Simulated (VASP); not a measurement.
Ti: single point with PBE

The system is Ti, a slab with vacuum.

```
Ti
1.0
     2.83197    0.00000    0.00000
     0.00000    4.57935    0.00000
     0.00000    0.00000   20.60972
Ti
6
Direct
  0.50000 0.00000 0.33965
  0.00000 0.50000 0.40379
  0.50000 0.00000 0.46793
  0.50000 0.50000 0.53349
  0.00000 0.00000 0.59580
  0.50000 0.50000 0.65749
```

| Quantity | Value |
| --- | --- |
| Program | VASP 6.6.1 |
| Task | single point |
| Functional | PBE |
| Potentials or basis | VASP PAW PBE potentials, release 64 (Ti_sv) |
| Cutoff | 520 eV |
| k mesh | 10 × 6 × 1 |
| Occupations | gaussian, width 0.1 eV |
| Spin | no spin polarisation |

| Item | Value |
| --- | --- |
| Largest force | 0.377 eV/Å |
| Band gap on the k mesh | zero (bands 36 and 37 overlap by 0.12 eV) |

Forces in eV/Å, atoms in the order of the input:
```
Ti   0.000  0.000  0.377
Ti   0.000  0.000 -0.002
Ti   0.000  0.000 -0.333
Ti   0.000  0.000 -0.018
Ti   0.000  0.000 -0.013
Ti   0.000  0.000 -0.011
```

Levels at points of the mesh, in eV from the Fermi level:
| k point | band 32 | band 33 | band 34 | band 35 | band 36 | band 37 | band 38 | band 39 | band 40 | band 41 |
| --- | --- | --- | --- | --- | --- | --- | --- | --- | --- | --- |
| (0.00, 0.00, 0.00) | -0.77 | -0.69 | -0.61 | -0.16 | -0.03 | 0.07 | 0.12 | 0.32 | 0.34 | 0.80 |
| (0.50, 0.00, 0.00) | -1.31 | -0.84 | -0.72 | -0.65 | -0.34 | 0.09 | 0.28 | 0.46 | 0.65 | 0.70 |
| (0.00, 0.50, 0.00) | -0.60 | -0.48 | -0.47 | -0.25 | -0.24 | 0.24 | 0.24 | 0.38 | 0.39 | 0.59 |
| (0.50, 0.50, 0.00) | -0.95 | -0.67 | -0.64 | -0.21 | -0.18 | 0.64 | 0.71 | 0.75 | 0.75 | 0.95 |

Wall time 22 min on 1 thread of Intel Xeon 8259CL, on a shared host, peak memory 0.46 GiB.
